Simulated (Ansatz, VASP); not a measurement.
Two plane-wave programs on MoS2

```xyz
3
Lattice="3.1841 0.0000 0.0000 -1.5921 2.7575 0.0000 0.0000 0.0000 16.1027" Properties=species:S:1:pos:R:3 pbc="T T T"
Mo    0.0000    0.0000    8.0513
S     0.0000    1.8384    9.6026
S     0.0000    1.8384    6.5000
```

Alike in both runs: task single point; functional PBE; k mesh 24 × 24 × 1; occupations gaussian, width 0.05 eV; no spin polarisation.

|  | VASP | Ansatz |
| --- | --- | --- |
| version | VASP 6.6.1 | Ansatz 0.2.0 |
| potentials or method | VASP PAW PBE potentials, release 64 (Mo_sv, S), cutoff 520 eV | scalar-relativistic, plane waves, PAW |
| valence electrons in the cell | 26 | 26 |

Ansatz gave:

```
gap on the k mesh at the Fermi level (eV) : 1.59
rms of the force components (eV/Å)        : 0.103
```

Problem. Which values does VASP return?

Solution. gap on the k mesh at the Fermi level (eV): 1.60; rms of the force components (eV/Å): 0.097.

Atom by atom the forces differ by 0.006 eV/Å (rms over components). The functional is the same, so the differences come from potentials, cutoffs and numerics.
